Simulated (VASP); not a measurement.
**Ca: single point with PBEsol**

Ca:

```
Ca
1.0
     0.00000    2.72860    2.72860
     2.72860    0.00000    2.72860
     2.72860    2.72860    0.00000
Ca
1
Direct
  0.00000 0.00000 0.00000
```

```
Program                : VASP 6.6.1
Task                   : single point
Functional             : PBEsol
Potentials or basis    : VASP PAW PBE potentials, release 64 (Ca_sv)
Cutoff                 : 500 eV
k mesh                 : 10 × 10 × 10
Occupations            : fermi-dirac, width 0.1 eV
Spin                   : no spin polarisation
Dipole correction      : no
Further INCAR settings : ALGO = Normal; EDIFF = 1e-06; NBANDS = 11
```

The pressure is 0.0 GPa. The band gap on the k mesh is zero (band 5 reaches 2.13 eV, above the bottom of band 6 at 1.92 eV).

Levels at points of the mesh, in eV from the Fermi level:
```tsv
k point	band 2	band 3	band 4	band 5	band 6	band 7	band 8	band 9
(0.00, 0.00, 0.00)	-22.74	-22.74	-22.74	-4.11	2.37	2.37	2.37	3.50
(0.50, 0.00, 0.00)	-22.90	-22.76	-22.76	-1.02	-0.13	2.25	2.25	4.23
(0.50, 0.50, 0.00)	-22.89	-22.80	-22.80	-0.50	0.54	1.03	4.22	4.42
```

Wall time 29 s on 1 thread of Intel Xeon 8259CL, on a shared host, peak memory 0.16 GiB.

Caveat: the PAW data sets were made with another functional, which shifts forces and pressure a little.
